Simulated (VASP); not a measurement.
Here is a VASP 6.6.1 calculation.

Contents of POSCAR:

```
ZnS
1.0
    0.0000000000      2.7379994334      2.6940858343
    2.7379994334      0.0000000000      2.6940858343
    2.7379994334      2.7379994334      0.0000000000
Zn S
1 1
Direct
    0.0000000000      0.0000000000      0.0000000000
    0.2500000000      0.2500000000      0.2500000000
```

INCAR.step1

```
SYSTEM = ZnS
  PREC = Accurate
  ENCUT = 520
  ISMEAR = 0
  SIGMA = 0.01
  LREAL = .False.
  LASPH = .True.
  NELM = 80
  NBANDS = 16
  GGA = PE
  ALGO = Normal
  EDIFF = 1E-4
  LWAVE = .True.
  LCHARG = .False.
```

File INCAR.step2:

```
SYSTEM = ZnS
  PREC = Accurate
  ENCUT = 520
  EDIFF = 1E-6
  ISMEAR = 0
  SIGMA = 0.01
  LREAL = .False.
  LASPH = .True.
  NELM = 80
  ALGO = Normal
  ISIF = 2
  LWAVE = .False.
  LCHARG = .False.
  METAGGA = R2SCAN
  LMIXTAU = .True.
  NBANDS = 16
  ISTART = 1
```

File KPOINTS:

```
regular mesh
0
Gamma
  8 8 8
  0 0 0
```

Potentials or basis: VASP PAW PBE potentials, release 64 (Zn, S).

Command:

```bash
$ cat potpaw_PBE.64/Zn/POTCAR potpaw_PBE.64/S/POTCAR > POTCAR
$ cp INCAR.step1 INCAR
$ mpirun -np 1 vasp_std > vasp.out
$ cp INCAR.step2 INCAR
$ mpirun -np 1 vasp_std > vasp.out
```

Problem. What does it give for the band gap on the k mesh?

Solution. 2.53 eV, direct.

Problem. Predict the pressure.

Solution. -2.3 GPa.

Stress tensor (GPa, compression positive):
```
-2.55  0.00  0.00
 0.00 -2.55  0.00
 0.00  0.00 -1.87
```

Caveat: the cell differs from its parent crystal (biaxial xy strain +1.6%); the PAW data sets were made with another functional, which shifts forces and pressure a little.
